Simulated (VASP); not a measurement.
Here is a VASP 6.6.1 calculation.

File INCAR:

```
SYSTEM = Ti2O
PREC     = Accurate       ! precision mode
ENCUT    = 520            ! plane-wave cutoff, eV
EDIFF    = 1E-6           ! SCF threshold, eV
ISMEAR   = -1             ! smearing method
SIGMA    = 0.15           ! smearing width, eV
LREAL    = .FALSE.        ! projectors in reciprocal space
LASPH    = .TRUE.         ! aspherical terms in the spheres
NELM     = 100            ! most SCF steps
ALGO     = Normal         ! electronic algorithm
ISIF     = 2              ! what is computed and relaxed
LWAVE    = .FALSE.        ! write WAVECAR
LCHARG   = .FALSE.        ! write CHGCAR
GGA      = PS             ! functional
NBANDS   = 22             ! bands
```

File KPOINTS:

```
regular mesh
0
G
  18 18 10
  0 0 0
```

The input POSCAR:

```
Ti2O
1.0
    2.9533177977      0.0000000000      0.0000000000
   -1.4766588989      2.5576482383      0.0000000000
    0.0000000000      0.0000000000      4.7292180358
Ti O
2 1
Direct
    0.6666666667      0.3333333333      0.2620928277
    0.3333333333      0.6666666667      0.7379071723
    0.0000000000      0.0000000000      0.0000000000
```

Potentials or basis: VASP PAW PBE potentials, release 64 (Ti_sv, O).

Command:

```sh
$ cat potpaw_PBE.64/Ti_sv/POTCAR potpaw_PBE.64/O/POTCAR > POTCAR
$ mpirun -np 1 vasp_std > vasp.out
```

Problem. Estimate the band gap on the k mesh.

Solution. Zero (bands 15 and 16 overlap by 0.81 eV).

Problem. Predict the largest force.

Solution. 0.047 eV/Å.

Forces on the atoms (eV/Å):
```
Ti   0.000  0.000  0.047
Ti   0.000  0.000 -0.047
O    0.000  0.000  0.000
```

Caveat: the PAW data sets were made with another functional, which shifts forces and pressure a little.
